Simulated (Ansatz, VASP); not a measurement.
## AlN in VASP and in Ansatz

Contents of INCAR:

```
SYSTEM = AlN
ALGO = Normal
EDIFF = 1E-8
ENCUT = 520
GGA = PE
ISIF = 2
ISMEAR = -1
LASPH = .True.
LCHARG = .False.
LEFG = .True.
LREAL = .False.
LWAVE = .False.
NBANDS = 16
NELM = 60
PREC = Accurate
SIGMA = 0.02
```

Contents of KPOINTS:

```
k-points
0
Gamma
  11 11 6
  0 0 0
```

File POSCAR:

```
AlN
1.0
    3.2043322162      0.0000000000      0.0000000000
   -1.6021661081      2.7750331013      0.0000000000
    0.0000000000      0.0000000000      4.9780000000
Al N
2 2
Direct
    0.3333333333      0.6666666667      0.0000000000
    0.6666666667      0.3333333333      0.5000000000
    0.3333333333      0.6666666667      0.3850000000
    0.6666666667      0.3333333333      0.8850000000
```

Input for Ansatz:

```yaml
crystal:
  lattice:
    - [3.2043322162, 0.0, 0.0]
    - [-1.6021661081, 2.7750331013, 0.0]
    - [0.0, 0.0, 4.978]
  atoms:
    - { symbol: Al, position: [0.3333333333, 0.6666666667, 0.0] }
    - { symbol: Al, position: [0.6666666667, 0.3333333333, 0.5] }
    - { symbol: "N", position: [0.3333333333, 0.6666666667, 0.385] }
    - { symbol: "N", position: [0.6666666667, 0.3333333333, 0.885] }
kpoints:
  mp_grid: { grid: [11, 11, 6] }
scf:
  occupations: { method: fermi_dirac, width: 0.02 }
hamiltonian:
  xc: pbe
  pseudopotentials: { kind: paw }
output:
  forces: true
  stress: true
  eigenvalues: true
  efg: { contact_densities: true }
  write_density: true
  write_potential: true
  elf: true
  volumetric_format: npy
```

Change from the starting cell: equal xx and yy strain of +3 %, PAW files.

Alike in both runs: task electric field gradients; functional PBE; k mesh 11 × 11 × 6; occupations fermi-dirac, width 0.02 eV; no spin polarisation.

|  | VASP | Ansatz |
| --- | --- | --- |
| version | VASP 6.6.1 | Ansatz 0.2.0 |
| potentials or method | VASP PAW PBE potentials, release 64 (Al, N) | PAW with Ansatz's default frozen-core files, scalar-relativistic |
| plane-wave cutoff (eV) | 520 | 420 |
| valence electrons in the cell | 16 | 16 |

Ansatz gave:

```
gap on the k mesh at the Fermi level (eV)                     : 3.58
pressure (GPa)                                                : -7.2
traceless stress, the component that is largest in VASP (GPa) : 6.16
rms of the force components (eV/Å)                            : 0.054
size of Vzz on the site where it differs most (V/Å²)          : 1.6
```

Problem. What did VASP give for the same quantities?

Solution. gap on the k mesh at the Fermi level (eV): 3.58; pressure (GPa): -7.5; traceless stress, the component that is largest in VASP (GPa): 6.25; rms of the force components (eV/Å): 0.054; size of Vzz on the site where it differs most (V/Å²): 1.4.

Atom by atom the forces differ by 0.000 eV/Å (rms over components). The functional is the same, so the differences come from potentials, cutoffs and numerics.
